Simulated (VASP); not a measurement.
# SPb in VASP: further runs

SPb is run at these levels: AM05, PBE; tasks: single point, relaxation of the atoms.

Program: VASP 6.6.1. These are calculated values, not measurements. Logs are shortened: lines on timing, memory, paths and dates and some standing lists are left out, and cuts for length are marked.

### Step 1. The cell of the first run

The cell holds a molecule in a box, 2 atoms: a = 9.000 Å, b = 9.000 Å, c = 12.000 Å, α = 90.00°, β = 90.00°, γ = 90.00°.

### Step 2. Single point, AM05

The input, POSCAR:

```
PbS
1.0
    9.0000000000      0.0000000000      0.0000000000
    0.0000000000      9.0000000000      0.0000000000
    0.0000000000      0.0000000000     12.0000000000
S Pb
1 1
Direct
    0.5014444400      0.5023333300      0.4075473800
    0.5014444400      0.5023333300      0.5981192900
```

The input, INCAR.step1:

```
SYSTEM = PbS
ISMEAR   = 0              ! smearing method
SIGMA    = 0.03           ! smearing width, eV
LWAVE    = .TRUE.         ! write WAVECAR
LCHARG   = .TRUE.         ! write CHGCAR
ISIF     = 0              ! what is computed and relaxed
NELM     = 100            ! most SCF steps
ALGO     = Normal         ! electronic algorithm
PREC     = Accurate       ! precision mode
LASPH    = .TRUE.         ! aspherical terms in the spheres
LREAL    = .FALSE.        ! projectors in reciprocal space
EDIFF    = 1E-5           ! SCF threshold, eV
GGA_COMPAT= .FALSE.      
ENCUT    = 400            ! plane-wave cutoff, eV
EFERMI   = MIDGAP       
NELMDL   = -8           
GGA      = PE             ! functional
```

The input, INCAR.step2:

```
SYSTEM = PbS
GGA      = AM             ! functional
ISMEAR   = 0              ! smearing method
SIGMA    = 0.03           ! smearing width, eV
LWAVE    = .FALSE.        ! write WAVECAR
LCHARG   = .FALSE.        ! write CHGCAR
ISIF     = 0              ! what is computed and relaxed
NELM     = 100            ! most SCF steps
ALGO     = All            ! electronic algorithm
PREC     = Accurate       ! precision mode
LASPH    = .TRUE.         ! aspherical terms in the spheres
LREAL    = .FALSE.        ! projectors in reciprocal space
EDIFF    = 1E-6           ! SCF threshold, eV
GGA_COMPAT= .FALSE.      
ENCUT    = 400            ! plane-wave cutoff, eV
EFERMI   = MIDGAP       
NELMDL   = -8           
ISTART   = 1            
ISEARCH  = 1
```

The input, KPOINTS:

```
k-points
0
Gamma
  1 1 1
```

Potentials or basis: VASP PAW PBE potentials, release 64 (S, Pb_d).

Launch:

```bash
$ cat potpaw_PBE.64/S/POTCAR potpaw_PBE.64/Pb_d/POTCAR > POTCAR
$ cp INCAR.step1 INCAR
$ mpirun -np 1 vasp_gam > vasp.out
$ cp INCAR.step2 INCAR
$ mpirun -np 1 vasp_gam > vasp.out
```

OUTCAR:

```text
SYSTEM = PbS
   GGA = AM
   ISMEAR = 0
   ISIF = 0
   NELM = 100
   PREC = Accurate
   LASPH = .TRUE.
   LREAL = .FALSE.
   EDIFF = 1E-6
   ENCUT = 400
   EFERMI = MIDGAP
   NELMDL = -8
   ISTART = 1

 Found      1 irreducible k-points:

 Following reciprocal coordinates:
            Coordinates               Weight
  0.000000  0.000000  0.000000      1.000000
   k-points           NKPTS =      1   k-points in BZ     NKDIM =      1   number of bands    NBANDS=     14
   number of dos      NEDOS =    301   number of ions     NIONS =      2
   total plane-waves  NPLWV = 288000
   dimension x,y,z NGX =    60 NGY =   60 NGZ =   80
   dimension x,y,z NGXF=   120 NGYF=  120 NGZF=  160
   ions per type =               1   1
   NGX,Y,Z   is equivalent  to a cutoff of  11.08, 11.08, 11.08 a.u.
   NGXF,Y,Z  is equivalent  to a cutoff of  22.17, 22.17, 22.17 a.u.
 SYSTEM =  PbS
   PREC   = accura    normal or accurate (medium, high low for compatibility)
   ISTART =      1    job   : 0-new  1-cont  2-samecut
   ICHARG =      0    charge: 1-file 2-atom 10-const
   ISPIN  =      1    spin polarized calculation?
   LNONCOLLINEAR =      F non collinear calculations
   LSORBIT =      F    spin-orbit coupling
   LASPH  =      T    aspherical Exc in radial PAW
   ENCUT  =  400.0 eV  29.40 Ry    5.42 a.u.  14.68 14.68 19.57*2*pi/ulx,y,z
   NELM   =    100;   NELMIN=  2; NELMDL= -8     # of ELM steps
   EDIFF  = 0.1E-05   stopping-criterion for ELM
   LREAL  =      F    real-space projection
   EDIFFG = 0.1E-04   stopping-criterion for IOM
   NSW    =      0    number of steps for IOM
   IBRION =     -1    ionic relax: 0-MD 1-quasi-New 2-CG
   NFREE  =      0    steps in history (QN), initial steepest desc. (CG)
   ISIF   =      0    stress and relaxation
   ISYM   =      2    0-nonsym 1-usesym 2-fastsym
   POTIM  = 0.5000    time-step for ionic-motion
   TEBEG  =    0.0;   TEEND  =   0.0 temperature during run

   SCALEE = 1.0000    scale energy and forces
   PSTRESS=    0.0 pullay stress
   NELECT =      20.0000    total number of electrons
   NUPDOWN=      -1.0000    fix difference up-down
   EMIN   =  10.00;   EMAX   =-10.00  energy-range for DOS
   EFERMI =   0.00;   METHOD = MIDGAP
   ISMEAR =     0;   SIGMA  =   0.03  broadening in eV -4-tet -1-fermi 0-gaus
   EFERMI_NEDOS =   21; number of points for ismear=-14 and -15
   IALGO  =     58    algorithm
   IMIX   =      4    mixing-type and parameters
     AMIX     =   0.40;   BMIX     =  1.00
     AMIX_MAG =   1.60;   BMIX_MAG =  1.00
  volume/ion in A,a.u.               =     486.00      3279.69
  Fermi-wavevector in a.u.,A,eV,Ry     =   0.448604  0.847738  2.738107  0.201245
  Thomas-Fermi vector in A             =   1.428188
   LORBIT       =      0    0 simple, 1 ext, 2 COOP (PROOUT), +10 PAW based schemes
   GGA     = AM    functional components
   LHFCALC =     F    Hartree Fock is set to
   AEXX    =    0.0000 exact exchange contribution
   IVDW    =     0    specifies the selected vdW correction
   LEPSILON=     F    determine dielectric tensor
   LRPA    =     F    only Hartree local field effects (RPA)

   CSHIFT  =0.1000    complex shift for real part using Kramers Kronig

   OMEGAMAX=  -1.0    maximum frequency
 non-spin polarized calculation
 Gauss-broadening in eV      SIGMA  =   0.03
  energy-cutoff  :      400.00
  volume of cell :      972.00
 maximum number of plane-waves:      8824
 NGX is ok and might be reduce to    60
   NGX = 29   NGY = 29   NGZ = 39

 number of electron      20.0000001 magnetization

 Free energy of the ion-electron system (eV)
  ---------------------------------------------------
  ext. energy  EPLUGINS =         0.00000000
  ---------------------------------------------------
  free energy    TOTEN  =        -6.84314238 eV

  energy without entropy =       -6.84314238  energy(sigma->0) =       -6.84314238

 E-fermi :  -3.9851     XC(G=0):  -1.7751

 val. band max:       -5.4749159429   @ k =   0.0000   0.0000   0.0000
 cond. band min:      -2.4989967577   @ k =   0.0000   0.0000   0.0000
 fundamental gap:      2.9759191851
 Fermi energy:        -3.9851219236

 k-point     1 :       0.0000    0.0000    0.0000
  band No.  band energies     occupation
      1     -21.1720      2.00000
      2     -21.1447      2.00000
      3     -21.1447      2.00000
      4     -20.9063      2.00000
      5     -20.9063      2.00000
      6     -15.7382      2.00000
      7     -11.4092      2.00000
      8      -5.6772      2.00000
      9      -5.4749      2.00000
     10      -5.4749      2.00000
     11      -2.4990      0.00000
     12      -2.4990      0.00000
     13      -0.9551      0.00000
     14       0.0157      0.00000

------------------------ aborting loop because EDIFF is reached ----------------------------------------

 VOLUME and BASIS-vectors are now :
 -----------------------------------------------------------------------------
  energy-cutoff  :      400.00
  volume of cell :      972.00
      direct lattice vectors                 reciprocal lattice vectors
     9.000000000  0.000000000  0.000000000     0.111111111  0.000000000  0.000000000
     0.000000000  9.000000000  0.000000000     0.000000000  0.111111111  0.000000000
     0.000000000  0.000000000 12.000000000     0.000000000  0.000000000  0.083333333

 POSITION                                       TOTAL-FORCE (eV/Angst)
 -----------------------------------------------------------------------------------
      4.51300      4.52100      4.89057         0.000000      0.000000     -0.100854
      4.51300      4.52100      7.17743        -0.000000      0.000000      0.100854
 -----------------------------------------------------------------------------------
    total drift:                               -0.000037     -0.000070      0.000701

  FREE ENERGIE OF THE ION-ELECTRON SYSTEM (eV)
  ---------------------------------------------------
  free  energy   TOTEN  =        -6.8431423781 eV

  energy  without entropy=       -6.8431423781  energy(sigma->0) =       -6.84314238
```

It took 3.2 min on 1 thread of Intel Xeon Platinum 8259CL at 2.50GHz (Skylake/Cascade Lake), shared host; peak memory 0.59 GiB.

What came out:

* Free energy: -6.8431 eV
* Largest force: 0.101 eV/Å
* Gap between the frontier levels: 2.98 eV

Forces in eV/Å, atoms in the order of the input:
```
S    0.000  0.000 -0.101
Pb   0.000  0.000  0.101
```

Levels at points of the mesh, in eV from the valence-band top:
```
           k point  band 7  band 8  band 9  band 10  band 11  band 12  band 13  band 14
(0.00, 0.00, 0.00)   -5.93   -0.20    0.00     0.00     2.98     2.98     4.52     5.49
```

Caveat: the PAW data sets were made with another functional, which shifts forces and pressure a little; spin-orbit coupling is left out, which moves the levels of the heavy elements.

### Step 3. Relaxation of the atoms, PBE (atoms moved at random)

The input, INCAR:

```
GGA = PE
ISMEAR = 0
SIGMA = 0.03
LWAVE = F
LCHARG = F
ISIF = 0
NSW = 120
PREC = Accurate
LASPH = T
LREAL = F
ALGO = Normal
EDIFF = 1E-7
NELM = 120
GGA_COMPAT = F
IBRION = 2
EDIFFG = -0.01
NELMIN = 4
ENCUT = 340
EFERMI = MIDGAP
NELMDL = -8
```

KPOINTS is that of step 2.

The input, POSCAR:

```
PbS
1.0
    9.0000000000      0.0000000000      0.0000000000
    0.0000000000      9.0000000000      0.0000000000
    0.0000000000      0.0000000000     12.0000000000
S Pb
1 1
Direct
    0.4959110000      0.5032870000      0.4108750000
    0.4985430000      0.4981150000      0.5992580000
```

Potentials or basis: VASP PAW PBE potentials, release 64 (S, Pb_d).

Launch:

```bash
$ cat potpaw_PBE.64/S/POTCAR potpaw_PBE.64/Pb_d/POTCAR > POTCAR
$ mpirun -np 1 vasp_gam > vasp.out
```

It took 60 s on 1 thread of Intel Xeon Platinum 8488C (Sapphire Rapids), shared host; peak memory 0.48 GiB.

Results (log left out):

| Property | Result |
| --- | --- |
| Free energy | -6.6852 eV |
| Energy gained by relaxing | 11.7 meV/atom |
| Ionic steps | 3 |
| Gap between the frontier levels | 2.87 eV |

The path:
```csv
step,energy change (eV),largest force (eV/Å)
1,0.0000,0.9830
2,-0.0059,0.7484
3,-0.0235,0.0017
```

Final structure:
```
S Pb
1.0
     9.00000    0.00000    0.00000
     0.00000    9.00000    0.00000
     0.00000    0.00000   12.00000
S Pb
1 1
Direct
  0.49588 0.50335 0.40882
  0.49857 0.49806 0.60131
```

Levels at points of the mesh, in eV from the valence-band top:
```
           k point  band 6  band 7  band 8  band 9  band 10  band 11  band 12  band 13  band 14
(0.00, 0.00, 0.00)  -10.28   -5.98   -0.25    0.00     0.00     2.87     2.87     5.13     5.38
```

Caveat: the cell differs from its parent crystal (atoms moved at random); spin-orbit coupling is left out, which moves the levels of the heavy elements.

### Step 4. Relaxation of the atoms, PBE (atoms moved at random)

INCAR, as its differences from that of step 3:

```diff
@@ -15,5 +15,5 @@
 IBRION = 2
-EDIFFG = -0.01
+EDIFFG = -0.002
 NELMIN = 4
-ENCUT = 340
+ENCUT = 520
 EFERMI = MIDGAP
```

KPOINTS is that of step 3.

POSCAR is that of step 3.

Potentials or basis: VASP PAW PBE potentials, release 64 (S, Pb_d).

Launch:

```bash
$ cat potpaw_PBE.64/S/POTCAR potpaw_PBE.64/Pb_d/POTCAR > POTCAR
$ mpirun -np 1 vasp_gam > vasp.out
```

OUTCAR:

```text
GGA = PE
   ISMEAR = 0
   ISIF = 0
   NSW = 120
   PREC = Accurate
   LASPH = T
   LREAL = F
   EDIFF = 1E-7
   NELM = 120
   IBRION = 2
   EDIFFG = -0.002
   NELMIN = 4
   ENCUT = 520
   EFERMI = MIDGAP
   NELMDL = -8

 ion  position               nearest neighbor table
   1  0.496  0.503  0.411-   2 2.26
   2  0.499  0.498  0.599-   1 2.26

  LATTYP: Found a simple tetragonal cell.
 ALAT       =     9.0000000000
 C/A-ratio  =     1.3333333333

  Lattice vectors:

 A1 = (   9.0000000000,   0.0000000000,   0.0000000000)
 A2 = (   0.0000000000,   9.0000000000,   0.0000000000)
 A3 = (   0.0000000000,   0.0000000000,  12.0000000000)

Analysis of symmetry for initial positions (statically):
=====================================================================
[... 165 lines left out ...]
     9.000000000  0.000000000  0.000000000     0.111111111  0.000000000  0.000000000
     0.000000000  9.000000000  0.000000000     0.000000000  0.111111111  0.000000000
     0.000000000  0.000000000 12.000000000     0.000000000  0.000000000  0.083333333
[... 42 lines left out ...]
--------------------------------------- Ionic step        3  -------------------------------------------

 number of electron      20.0000001 magnetization

 Free energy of the ion-electron system (eV)
  ---------------------------------------------------
  ext. energy  EPLUGINS =         0.00000000
  ---------------------------------------------------
  free energy    TOTEN  =        -6.68766967 eV

  energy without entropy =       -6.68766967  energy(sigma->0) =       -6.68766967

 E-fermi :  -4.0200     XC(G=0):  -1.3515

 val. band max:       -5.4554136826   @ k =   0.0000   0.0000   0.0000
 cond. band min:      -2.5845958652   @ k =   0.0000   0.0000   0.0000
 fundamental gap:      2.8708178174
 Fermi energy:        -4.0200047739

 k-point     1 :       0.0000    0.0000    0.0000
  band No.  band energies     occupation
      1     -21.1951      2.00000
      2     -21.1950      2.00000
      3     -21.1771      2.00000
      4     -20.9493      2.00000
      5     -20.9493      2.00000
      6     -15.7316      2.00000
      7     -11.4382      2.00000
      8      -5.7033      2.00000
      9      -5.4554      2.00000
     10      -5.4554      2.00000
     11      -2.5846      0.00000
     12      -2.5846      0.00000
     13      -0.3250      0.00000
     14      -0.0752      0.00000
[... 19 lines left out ...]
  FREE ENERGIE OF THE ION-ELECTRON SYSTEM (eV)
  ---------------------------------------------------
  free  energy   TOTEN  =        -6.6876696699 eV

  energy  without entropy=       -6.6876696699  energy(sigma->0) =       -6.68766967

 reached required accuracy - stopping structural energy minimisation
```

OSZICAR:

```text
N       E                     dE             d eps       ncg     rms          rms(c)
DAV:   1     0.163316718324E+03    0.16332E+03   -0.66190E+03    36   0.917E+02
DAV:   2     0.198546649502E+02   -0.14346E+03   -0.13856E+03    40   0.273E+02
DAV:   3    -0.680563685996E+01   -0.26660E+02   -0.26613E+02    34   0.110E+02
[... 13 lines left out ...]
DAV:  14    -0.668766815754E+01   -0.16038E-05   -0.10623E-07    34   0.930E-04    0.149E-04
DAV:  15    -0.668766900307E+01   -0.84553E-06   -0.45293E-08    20   0.702E-04    0.112E-04
DAV:  16    -0.668766943555E+01   -0.43248E-06   -0.58345E-08    28   0.663E-04    0.878E-05
DAV:  17    -0.668766959048E+01   -0.15493E-06   -0.94397E-09    20   0.310E-04    0.459E-05
DAV:  18    -0.668766966992E+01   -0.79442E-07   -0.48307E-09    26   0.240E-04
   3 F= -.66876697E+01 E0= -.66876697E+01  d E =-.234605E-01
```

Run time: 3.7 min. Hardware: 1 thread of Intel Xeon Platinum 8488C (Sapphire Rapids), shared host; peak memory 0.88 GiB.

What came out:

| Property | Result |
| --- | --- |
| Free energy | -6.6877 eV |
| Energy gained by relaxing | 11.7 meV/atom |
| Ionic steps | 3 |
| Gap between the frontier levels | 2.87 eV |

The path:
```csv
step,energy change (eV),largest force (eV/Å)
1,0.0000,0.9829
2,-0.0059,0.7478
3,-0.0235,0.0015
```

Final structure:
```xyz
2
Lattice="9.0000 0.0000 0.0000 0.0000 9.0000 0.0000 0.0000 0.0000 12.0000" Properties=species:S:1:pos:R:3 pbc="T T T"
S     4.4629    4.5301    4.9058
Pb    4.4871    4.4825    7.2158
```

Levels at points of the mesh, in eV from the valence-band top:
| k point | band 7 | band 8 | band 9 | band 10 | band 11 | band 12 | band 13 | band 14 |
| --- | --- | --- | --- | --- | --- | --- | --- | --- |
| (0.00, 0.00, 0.00) | -5.98 | -0.25 | 0.00 | 0.00 | 2.87 | 2.87 | 5.13 | 5.38 |

Caveat: the cell differs from its parent crystal (atoms moved at random); spin-orbit coupling is left out, which moves the levels of the heavy elements.

### Step 5. The runs side by side

```tsv
task	level	cell	cutoff (eV)	purpose	gap on the mesh (eV)
single point	AM05	as given, atomic positions A	400	a run that is hard to end	2.98
relaxation of the atoms	PBE	atoms relaxed, atomic positions B	340	geometry	2.87
relaxation of the atoms	PBE	atoms relaxed, atomic positions B	520	geometry	2.87
```

Alike in all rows: potentials or basis VASP PAW PBE potentials, release 64 (S, Pb_d); no spin polarisation; k mesh 1 × 1 × 1; smearing gaussian 0.03 eV.

Caveats: spin-orbit coupling is left out, which moves the levels of the heavy elements; the PAW data sets were made with another functional, which shifts forces and pressure a little (at least some runs).

Absolute energies hang on the potentials; compare differences alone.
